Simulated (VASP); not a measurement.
A run of VASP 6.6.1 is set up as follows.

The input INCAR:

```
SYSTEM = SrMg3O4
ALGO = Normal
EDIFF = 1E-7
ENCUT = 520
GGA = PS
ISIF = 2
ISMEAR = 0
LASPH = .True.
LCHARG = .False.
LREAL = .False.
LWAVE = .False.
NBANDS = 30
NELM = 100
PREC = Accurate
SIGMA = 0.02
```

The input KPOINTS:

```
k-points
0
Gamma
  8 8 4
  0 0 0
```

The input POSCAR:

```
SrMg3O4
1.0
    3.2586270012      0.0000000000      0.0000000000
    0.0000000000      3.2586270012      0.0000000000
    0.0000000000      0.0000000000      8.8752272716
Sr Mg O
1 3 4
Direct
    0.0000000000      0.0000000000      0.0000000000
    0.5000000000      0.5000000000      0.7281965520
    0.0000000000      0.0000000000      0.5000000000
    0.5000000000      0.5000000000      0.2718034480
    0.0000000000      0.0000000000      0.2745718602
    0.5000000000      0.5000000000      0.0000000000
    0.0000000000      0.0000000000      0.7254281398
    0.5000000000      0.5000000000      0.5000000000
```

Potentials or basis: VASP PAW PBE potentials, release 64 (Sr_sv, Mg, O).

Run with:

```sh
$ cat potpaw_PBE.64/Sr_sv/POTCAR potpaw_PBE.64/Mg/POTCAR potpaw_PBE.64/O/POTCAR > POTCAR
$ mpirun -np 1 vasp_std > vasp.out
```

Question: Estimate the largest force.

Answer: 0.038 eV/Å.

Question: Predict the band gap on the k mesh.

Answer: 2.17 eV, indirect (least direct gap 2.44 eV).

Question: Predict the pressure.

Answer: 0.2 GPa.

Forces in eV/Å, atoms in the order of the input:
```
Sr   0.000  0.000  0.000
Mg   0.000  0.000 -0.018
Mg   0.000  0.000  0.000
Mg   0.000  0.000  0.018
O    0.000  0.000  0.038
O    0.000  0.000  0.000
O    0.000  0.000 -0.038
O    0.000  0.000  0.000
```

Caveat: the PAW data sets were made with another functional, which shifts forces and pressure a little. A hybrid or GW would open this gap; PBEsol tends to underestimate it.
